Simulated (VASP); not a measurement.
BeTe, 2 atoms in the cell. The structure is tetragonal, space group I-4m2 (No. 119). The conventional cell has a = 3.960 Å, b = 3.960 Å, c = 5.700 Å, α = 90.00°, β = 90.00°, γ = 90.00°. Be (site symmetry -4m2) has 4 Te at 2.44 Å within 3.2 Å. Within 3.2 Å of Te (site symmetry -4m2) lie 4 Be at 2.44 Å.  This cell differs from its parent crystal: epitaxial xy strain -1.0%.

* Program: VASP 6.6.1
* Task: single point
* Functional: PBE
* Potentials or basis: VASP PAW PBE potentials, release 64 (Be, Te)
* Cutoff: 520 eV
* k mesh: 4 × 4 × 4
* Occupations: gaussian, width 0.01 eV
* Spin: no spin polarisation
* Dipole correction: no
* Further INCAR settings: ALGO = Normal; EDIFF = 1e-06; NBANDS = 11

Potentials or basis: VASP PAW PBE potentials, release 64 (Be, Te).

Run with:

```console
$ cat potpaw_PBE.64/Be/POTCAR potpaw_PBE.64/Te/POTCAR > POTCAR
$ mpirun -np 1 vasp_std > vasp.out
```

Hardware: 1 thread of AMD EPYC 7R13, on a shared host.

Task: Estimate the wall time of this run.

Result: It took 9 s on 1 thread of AMD EPYC 7R13, with other jobs on the host, peak memory 0.13 GiB. Counts: scf iterations 13, k points 13.
